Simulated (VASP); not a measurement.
A run of VASP 6.6.1 is set up as follows.

INCAR

```
  PREC = Accurate
  ENCUT = 600
  EDIFF = 1E-6
  ISMEAR = -1
  SIGMA = 0.05
  LREAL = False
  LASPH = True
  NELM = 120
  ALGO = Normal
  ISIF = 2
  LWAVE = False
  LCHARG = True
  GGA = PS
  LELF = True
  LVHAR = True
  NBANDS = 24
  GGA_COMPAT = False
```

Contents of KPOINTS:

```
regular mesh
0
Gamma
  9 9 9
```

The input POSCAR:

```
CdF2
1.0
    0.0000000000      2.6548358440      2.6548358440
    2.6548358440      0.0000000000      2.6548358440
    2.6548358440      2.6548358440      0.0000000000
Cd F
1 2
Direct
    0.0000000000      0.0000000000      0.0000000000
    0.7500000000      0.7500000000      0.7500000000
    0.2500000000      0.2500000000      0.2500000000
```

Potentials or basis: VASP PAW PBE potentials, release 64 (Cd_sv_GW, F).

Run with:

```sh
$ cat potpaw_PBE.64/Cd_sv_GW/POTCAR potpaw_PBE.64/F/POTCAR > POTCAR
$ mpirun -np 1 vasp_std > vasp.out
```

Question: Predict the pressure.

Answer: 4.3 GPa.

Question: Estimate the band gap on the k mesh.

Answer: 3.10 eV, indirect (least direct gap 3.50 eV).

Caveat: the PAW data sets were made with another functional, which shifts forces and pressure a little. A k mesh can miss the band edges.
